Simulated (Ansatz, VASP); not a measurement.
## PbS in VASP and in Ansatz

POSCAR

```
PbS
1.0
    0.0000000000      2.9573603494      2.9573603494
    2.9573603494      0.0000000000      2.9573603494
    2.9573603494      2.9573603494      0.0000000000
Pb S
1 1
Direct
    0.0000000000      0.0000000000      0.0000000000
    0.5000000000      0.5000000000      0.5000000000
```

INCAR.step1

```
PREC = Accurate
ENCUT = 520
EDIFF = 1E-5
ISMEAR = 0
SIGMA = 0.01
LREAL = False
LASPH = True
NELM = 100
ALGO = Normal
ISIF = 2
LWAVE = True
LCHARG = False
GGA = PE
NBANDS = 17
```

File INCAR.step2:

```
PREC = Accurate
ENCUT = 520
EDIFF = 1E-6
ISMEAR = 0
SIGMA = 0.01
LREAL = False
LASPH = True
NELM = 100
ALGO = Normal
ISIF = 2
LWAVE = False
LCHARG = False
GGA = PE
LHFCALC = True
HFSCREEN = 0.2079
PRECFOCK = Normal
ISTART = 1
NBANDS = 17
```

KPOINTS

```
regular mesh
0
Gamma
  6 6 6
```

Input for Ansatz:

```yaml
crystal:
  lattice:
    - [0.0, 2.9573603494, 2.9573603494]
    - [2.9573603494, 0.0, 2.9573603494]
    - [2.9573603494, 2.9573603494, 0.0]
  atoms:
    - { symbol: Pb, position: [0.0, 0.0, 0.0] }
    - { symbol: S, position: [0.5, 0.5, 0.5] }
kpoints:
  mp_grid: { grid: [6, 6, 6] }
  band_path:
    path:
      - [0.0, 0.0, 0.0]
      - [0.5, 0.0, 0.5]
      - [0.625, 0.25, 0.625]
      - [0.375, 0.375, 0.75]
      - [0.5, 0.5, 0.5]
      - [0.5, 0.25, 0.75]
      - [0.0, 0.0, 0.5]
    npoints: 1
hamiltonian:
  xc: hse06
scf:
  occupations: { method: fixed }
  n_extra_bands: 4
output:
  forces: true
  stress: true
  eigenvalues: true
```

Change from the starting cell: hydrostatic strain -1.0%.

Alike in both runs: task single point; functional HSE06; k mesh 6 × 6 × 6; no spin polarisation.

```csv
,VASP,Ansatz
version,VASP 6.6.1,Ansatz 0.2.0
potentials or method,"VASP PAW PBE potentials, release 64 (Pb_d, S)","plane waves, PAW"
plane-wave cutoff (eV),520,420
occupations,"gaussian, width 0.01 eV",fixed
valence electrons in the cell,20,20
```

```tsv
	VASP	Ansatz	Ansatz less VASP
gap on the k mesh at the Fermi level (eV)	0.75	0.75	-0.007
pressure (GPa)	1.5	1.6	+0.11
```

Ansatz's warnings: stress exchange threshold loose, stress scf threshold loose.

Spin-orbit coupling is off throughout.
